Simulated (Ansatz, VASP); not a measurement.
**Hf: VASP beside Ansatz**

```
CELL_PARAMETERS angstrom
0.00000 2.32532 1.99256
2.32532 0.00000 1.99256
2.32532 2.32532 0.00000
ATOMIC_POSITIONS crystal
Hf 0.00000 0.00000 0.00000
```

Alike in both runs: task single point; functional LDA; k mesh 20 × 20 × 20; occupations gaussian, width 0.15 eV; no spin polarisation.

```csv
,VASP,Ansatz
version,VASP 6.6.1,Ansatz 0.2.0
potentials or method,"VASP PAW LDA potentials, release 64 (Hf_pv), cutoff 520 eV","scalar-relativistic, plane waves, PAW"
valence electrons in the cell,10,26
```

```csv
,VASP,Ansatz,Ansatz less VASP
gap on the k mesh at the Fermi level (eV),none,none,-
pressure (GPa),-4.4,-4.4,-0.02
"traceless stress, the component that is largest in VASP (GPa)",3.25,3.21,-0.039
```

LDA's correlation is that of Perdew and Zunger in VASP and of Perdew and Wang (1992) in Ansatz. A gap of «none» marks a metal or a gap that the smearing closes. VASP's potentials hold 10 valence electrons a cell and Ansatz's 26, so a difference there can come from the potentials and not from the codes.

Spin-orbit coupling is off throughout.
